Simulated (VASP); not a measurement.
# PbO2 (P4_2/mnm) in VASP: relaxation of cell and atoms with PBE+D3(BJ)

Aim: the relaxation of cell and atoms of PbO2 with PBE+D3(BJ).

Everything below comes from runs of VASP 6.6.1. Logs are shortened: lines on timing, memory, paths and dates and some standing lists are left out, and cuts for length are marked.

### Step 1. The cell of the first run

Symmetry: P4_2/mnm, No. 136, tetragonal system. Conventional cell: a = 5.066 Å, b = 5.066 Å, c = 3.449 Å, α = 90.00°, β = 90.00°, γ = 90.00°. Within 2.9 Å of Pb (site symmetry mmm) lie 6 O at 2.20 to 2.21 Å. Within 2.9 Å of O (site symmetry m2m) lie 3 Pb at 2.20 to 2.21 Å and 1 O at 2.76 Å.

### Step 2. Relaxation of cell and atoms, PBE+D3(BJ)

File INCAR:

```
SYSTEM = PbO2
PREC = Accurate
ENCUT = 600
EDIFF = 1E-7
ISMEAR = 0
SIGMA = 0.01
LREAL = .False.
LASPH = .True.
NELM = 80
ALGO = Normal
ISIF = 3
LWAVE = .False.
LCHARG = .False.
GGA = PE
IVDW = 12
IBRION = 2
NSW = 70
EDIFFG = -0.02
```

File KPOINTS:

```
Automatic mesh
0
Gamma
  8 8 10
  0 0 0
```

File POSCAR:

```
PbO2
1.0
    5.0657005918      0.0000000000      0.0000000000
    0.0000000000      5.0657005918      0.0000000000
    0.0000000000      0.0000000000      3.4492234489
Pb O
2 4
Direct
    0.0000000000      0.0000000000      0.0000000000
    0.5000000000      0.5000000000      0.5000000000
    0.3076632477      0.3076632477      0.0000000000
    0.1923367523      0.8076632477      0.5000000000
    0.8076632477      0.1923367523      0.5000000000
    0.6923367523      0.6923367523      0.0000000000
```

Potentials or basis: VASP PAW PBE potentials, release 64 (Pb_d, O).

On the command line:

```
cat potpaw_PBE.64/Pb_d/POTCAR potpaw_PBE.64/O/POTCAR > POTCAR
mpirun -np 1 vasp_std > vasp.out
```

OUTCAR:

```text
SYSTEM = PbO2
   PREC = Accurate
   ENCUT = 600
   EDIFF = 1E-7
   ISMEAR = 0
   LREAL = .False.
   LASPH = .True.
   NELM = 80
   ISIF = 3
   GGA = PE
   IVDW = 12
   IBRION = 2
   NSW = 70
   EDIFFG = -0.02
 IVDW          = 12

 ion  position               nearest neighbor table
   1  0.000  0.000  0.000-   3 2.20   6 2.20   5 2.21   4 2.21   4 2.21   5 2.21   2 3.98   2 3.98
                             2 3.98   2 3.98   2 3.98   2 3.98   2 3.98   2 3.98
   2  0.500  0.500  0.500-   4 2.20   5 2.20   3 2.21   6 2.21   3 2.21   6 2.21   1 3.98   1 3.98
                             1 3.98   1 3.98   1 3.98   1 3.98   1 3.98   1 3.98
   3  0.308  0.308  0.000-   1 2.20   2 2.21   2 2.21
   4  0.192  0.808  0.500-   2 2.20   1 2.21   1 2.21
   5  0.808  0.192  0.500-   2 2.20   1 2.21   1 2.21
   6  0.692  0.692  0.000-   1 2.20   2 2.21   2 2.21

  LATTYP: Found a simple tetragonal cell.
 ALAT       =     5.0657005918
 C/A-ratio  =     0.6808976145

  Lattice vectors:

 A1 = (   5.0657005918,   0.0000000000,   0.0000000000)
 A2 = (   0.0000000000,   5.0657005918,   0.0000000000)
 A3 = (   0.0000000000,   0.0000000000,   3.4492234489)

Analysis of symmetry for initial positions (statically):
=====================================================================
 Subroutine PRICEL returns:
 Original cell was already a primitive cell.

 Routine SETGRP: Setting up the symmetry group for a
 simple tetragonal supercell.

 Subroutine GETGRP returns: Found 16 space group operations
 (whereof  8 operations were pure point group operations)
 out of a pool of 16 trial point group operations.

The static configuration has the point symmetry D_2h.
 The point group associated with its full space group is D_4h.

Analysis of symmetry for dynamics (positions and initial velocities):
=====================================================================
 Subroutine PRICEL returns:
 Original cell was already a primitive cell.

 Routine SETGRP: Setting up the symmetry group for a
 simple tetragonal supercell.

 Subroutine GETGRP returns: Found 16 space group operations
 (whereof  8 operations were pure point group operations)
 out of a pool of 16 trial point group operations.

The dynamic configuration has the point symmetry D_2h.
 The point group associated with its full space group is D_4h.

 Subroutine INISYM returns: Found 16 space group operations
 (whereof  8 operations are pure point group operations),
 and found     1 'primitive' translations

----------------------------------------------------------------------------------------

                                     Primitive cell

[... 82 lines left out ...]
   total plane-waves  NPLWV =  44800
   dimension x,y,z NGX =    40 NGY =   40 NGZ =   28
   dimension x,y,z NGXF=    80 NGYF=   80 NGZF=   56
   ions per type =               2   4
   NGX,Y,Z   is equivalent  to a cutoff of  13.13, 13.13, 13.50 a.u.
   NGXF,Y,Z  is equivalent  to a cutoff of  26.25, 26.25, 26.99 a.u.
 SYSTEM =  PbO2
   PREC   = accura    normal or accurate (medium, high low for compatibility)
   ISTART =      0    job   : 0-new  1-cont  2-samecut
   ICHARG =      2    charge: 1-file 2-atom 10-const
   ISPIN  =      1    spin polarized calculation?
   LNONCOLLINEAR =      F non collinear calculations
   LSORBIT =      F    spin-orbit coupling
   LASPH  =      T    aspherical Exc in radial PAW
   ENCUT  =  600.0 eV  44.10 Ry    6.64 a.u.  10.12 10.12  6.89*2*pi/ulx,y,z
   NELM   =     80;   NELMIN=  2; NELMDL= -5     # of ELM steps
   EDIFF  = 0.1E-06   stopping-criterion for ELM
   LREAL  =      F    real-space projection
   EDIFFG = -.2E-01   stopping-criterion for IOM
   NSW    =     70    number of steps for IOM
   IBRION =      2    ionic relax: 0-MD 1-quasi-New 2-CG
   NFREE  =      1    steps in history (QN), initial steepest desc. (CG)
   ISIF   =      3    stress and relaxation
   ISYM   =      2    0-nonsym 1-usesym 2-fastsym
   POTIM  = 0.5000    time-step for ionic-motion
   TEBEG  =    0.0;   TEEND  =   0.0 temperature during run
   PSTRESS=    0.0 pullay stress
   NELECT =      52.0000    total number of electrons
   NUPDOWN=      -1.0000    fix difference up-down
   EMIN   =  10.00;   EMAX   =-10.00  energy-range for DOS
   EFERMI =   0.00;   METHOD = LEGACY
   ISMEAR =     0;   SIGMA  =   0.01  broadening in eV -4-tet -1-fermi 0-gaus
   EFERMI_NEDOS =   21; number of points for ismear=-14 and -15
   IALGO  =     38    algorithm
   IMIX   =      4    mixing-type and parameters
     AMIX     =   0.40;   BMIX     =  1.00
     AMIX_MAG =   1.60;   BMIX_MAG =  1.00
  volume/ion in A,a.u.               =      14.75        99.55
  Fermi-wavevector in a.u.,A,eV,Ry     =   1.371121  2.591043 25.578588  1.879973
  Thomas-Fermi vector in A             =   2.496846
   LORBIT       =      0    0 simple, 1 ext, 2 COOP (PROOUT), +10 PAW based schemes
   GGA     = PE    functional components
   LHFCALC =     F    Hartree Fock is set to
   AEXX    =    0.0000 exact exchange contribution
   IVDW    =    12    specifies the selected vdW correction
   LEPSILON=     F    determine dielectric tensor
   LRPA    =     F    only Hartree local field effects (RPA)
 conjugate gradient relaxation of ions
 non-spin polarized calculation
 Gauss-broadening in eV      SIGMA  =   0.01
  energy-cutoff  :      600.00
  volume of cell :       88.51
 maximum number of plane-waves:      2974
   NGX = 21   NGY = 21   NGZ = 13

--------------------------------------- Ionic step        1  -------------------------------------------

 number of electron      51.9999984 magnetization

 Free energy of the ion-electron system (eV)
  ---------------------------------------------------
  ext. energy  EPLUGINS =         0.00000000
  ---------------------------------------------------
  free energy    TOTEN  =       -31.87388931 eV

  energy without entropy =      -31.87383031  energy(sigma->0) =      -31.87385981

------------------------ aborting loop because EDIFF is reached ----------------------------------------

 Edisp (eV)   -1.22054

 E8    (eV) :    -0.5189
[... 167 lines left out ...]
--------------------------------------- Ionic step        5  -------------------------------------------

 number of electron      51.9999996 magnetization

 Free energy of the ion-electron system (eV)
  ---------------------------------------------------
  ext. energy  EPLUGINS =         0.00000000
  ---------------------------------------------------
  free energy    TOTEN  =       -31.86100074 eV

  energy without entropy =      -31.86100052  energy(sigma->0) =      -31.86100063

 E-fermi :   3.9512     XC(G=0): -10.4849

 val. band max:        3.9260804830   @ k =   0.1250   0.1250   0.0000
 cond. band min:       3.9740177792   @ k =   0.0000   0.0000   0.1000
 fundamental gap:      0.0479372961
 Fermi energy:         3.9511793924

 k-point     1 :       0.0000    0.0000    0.0000
  band No.  band energies     occupation
      1     -14.1422      2.00000
      2     -14.0806      2.00000
      3     -12.4850      2.00000
      4     -12.4850      2.00000
      5     -11.5755      2.00000
      6     -11.4005      2.00000
[... 805 lines left out ...]
     30      10.6662      0.00000
     31      13.2852      0.00000

 [... further k-points ...]

------------------------ aborting loop because EDIFF is reached ----------------------------------------

 Edisp (eV)   -1.24189

 E8    (eV) :    -0.5281
[... 29 lines left out ...]
  FREE ENERGIE OF THE ION-ELECTRON SYSTEM (eV)
  ---------------------------------------------------
  free  energy   TOTEN  =       -33.1028902704 eV

  energy  without entropy=      -33.1028900531  energy(sigma->0) =      -33.10289016

 reached required accuracy - stopping structural energy minimisation
```

OSZICAR:

```text
N       E                     dE             d eps       ncg     rms          rms(c)
DAV:   1     0.726913561521E+03    0.72691E+03   -0.28719E+04  5580   0.223E+03
DAV:   2     0.689806640434E+02   -0.65793E+03   -0.63555E+03  6057   0.582E+02
[... 49 lines left out ...]
DAV:   1    -0.318623392168E+02   -0.34554E-03   -0.16510E-01  5724   0.331E+00    0.232E-01
DAV:   2    -0.318615533225E+02    0.78589E-03   -0.69335E-03  7195   0.797E-01    0.126E-01
DAV:   3    -0.318610003294E+02    0.55299E-03   -0.10994E-03  8268   0.498E-01    0.305E-02
DAV:   4    -0.318610000360E+02    0.29339E-06   -0.20467E-04  8028   0.114E-01    0.109E-02
DAV:   5    -0.318610002082E+02   -0.17215E-06   -0.80351E-06  8204   0.426E-02    0.352E-03
DAV:   6    -0.318610006931E+02   -0.48494E-06   -0.11790E-06  8091   0.961E-03    0.137E-03
DAV:   7    -0.318610007399E+02   -0.46812E-07   -0.96554E-08  4247   0.603E-03
   5 F= -.33102890E+02 E0= -.33102890E+02  d E =-.670724E-03
```

CONTCAR:

```text
PbO2
   1.00000000000000
     5.0299881915316833   -0.0000000000000000    0.0000000000000000
    -0.0000000000000000    5.0299881915316833    0.0000000000000000
     0.0000000000000000    0.0000000000000000    3.4411134259595704
  Pb              O
     2     4
Direct
     0.0000000000000000    0.0000000000000000    0.0000000000000000
     0.5000000000000000    0.5000000000000000    0.5000000000000000
     0.3073170530321740    0.3073170530321740    0.0000000000000000
     0.1926829469678261    0.8073170530321739    0.5000000000000000
     0.8073170530321739    0.1926829469678261    0.5000000000000000
     0.6926829469678261    0.6926829469678261    0.0000000000000000

  0.00000000E+00  0.00000000E+00  0.00000000E+00
  0.00000000E+00  0.00000000E+00  0.00000000E+00
  0.00000000E+00  0.00000000E+00  0.00000000E+00
  0.00000000E+00  0.00000000E+00  0.00000000E+00
  0.00000000E+00  0.00000000E+00  0.00000000E+00
  0.00000000E+00  0.00000000E+00  0.00000000E+00
```

Run time: 22 min. Hardware: 1 thread of Intel Xeon 8259CL, shared host; peak memory 0.39 GiB.

Results:

```
Free energy                           : -33.1029 eV
Relaxed volume                        : 14.51 Å³/atom
Relaxed cell                          : a = 5.030 Å, b = 5.030 Å, c = 3.441 Å, α = 90.00°, β = 90.00°, γ = 90.00°
Space group after relaxing (to 0.1 Å) : P4_2/mnm (No. 136)
Energy gained by relaxing             : 1.4 meV/atom
Ionic steps                           : 5
Pressure after relaxing               : 0.0 GPa
Largest force after relaxing          : 0.014 eV/Å
Band gap on the k mesh                : 0.05 eV (least direct gap 0.06 eV)
Dispersion energy per atom            : -0.207 eV
```

Forces in eV/Å, atoms in the order of the input:
```
Pb   0.000  0.000  0.000
Pb   0.000  0.000  0.000
O    0.010  0.010  0.000
O   -0.010  0.010  0.000
O    0.010 -0.010  0.000
O   -0.010 -0.010  0.000
```

Step by step:
```csv
step,energy change (eV),largest force (eV/Å),pressure (GPa),volume (Å³)
1,0.0000,0.0104,-1.86,88.51
2,-0.0042,0.0566,1.32,86.34
3,-0.0078,0.0284,0.00,87.20
4,-0.0082,0.0094,0.00,87.14
5,-0.0085,0.0138,0.02,87.06
```

Final structure:
```
Pb O
1.0
     5.02999    0.00000    0.00000
     0.00000    5.02999    0.00000
     0.00000    0.00000    3.44111
Pb O
2 4
Direct
  0.00000 0.00000 0.00000
  0.50000 0.50000 0.50000
  0.30732 0.30732 0.00000
  0.19268 0.80732 0.50000
  0.80732 0.19268 0.50000
  0.69268 0.69268 0.00000
```

Caveat: spin-orbit coupling is left out, which moves the levels of the heavy elements. A k mesh can miss the band edges.
